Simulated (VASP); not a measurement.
Wanted: the native input for a VASP 6.6.1 run.

| Property | Result |
| --- | --- |
| Task | single point |
| Functional | PBEsol |
| Potentials or basis | VASP PAW PBE potentials, release 64 (Ni) |
| Cutoff | 520 eV |
| k mesh | 17 × 17 × 1 |
| Occupations | fermi-dirac, width 0.1 eV |
| Spin | collinear spin, ferromagnetic start |
| Starting moments | [1.0, 1.0, 1.0, 1.0, 1.0] μB |
| Dipole correction | yes |
| Further INCAR settings | ALGO = Normal; EDIFF = 1e-06; NBANDS = 37 |

The structure of Ni lies in POSCAR:

```
Ni
1.0
    2.4496600307      0.0000000000      0.0000000000
    0.0000000000      2.4496600307      0.0000000000
    0.0000000000      0.0000000000     19.8338000000
Ni
5
Direct
    0.0000000000      0.0000000000      0.3277245302
    0.5000000000      0.5000000000      0.4120101718
    0.0000000000      0.0000000000      0.4999998574
    0.5000000000      0.5000000000      0.5879897235
    0.0000000000      0.0000000000      0.6722754698
```

One way to write it, as run:

INCAR

```
PREC = Accurate
ENCUT = 520
EDIFF = 1E-6
ISMEAR = -1
SIGMA = 0.1
LREAL = F
LASPH = T
NELM = 150
ALGO = Normal
ISIF = 2
LWAVE = F
LCHARG = F
ISPIN = 2
MAGMOM = 1 1 1 1 1
LORBIT = 11
LMAXMIX = 4
LDIPOL = T
IDIPOL = 3
DIPOL = 0.5 0.5 0.500
GGA = PS
NBANDS = 37
```

KPOINTS

```
regular mesh
0
Gamma
  17 17 1
```

Potentials or basis: VASP PAW PBE potentials, release 64 (Ni).

The run is started by

```bash
$ cat potpaw_PBE.64/Ni/POTCAR > POTCAR
$ mpirun -np 1 vasp_std > vasp.out
```

It gave:

```yaml
Largest_force: 0.008 eV/Å
Net_moment: 3.24 μB per cell
Site_moments: Ni +0.71, +0.62 (each value once) μB
Valence_electrons_inside_the_program's_atomic_spheres: Ni 9.22, 9.42, 9.39 (each value once)
```

Caveat: the PAW data sets were made with another functional, which shifts forces and pressure a little.

It took 7.5 min on 1 thread of Intel(R) Xeon(R) 6975P-C (Granite Rapids) (shared host), peak memory 0.43 GiB.
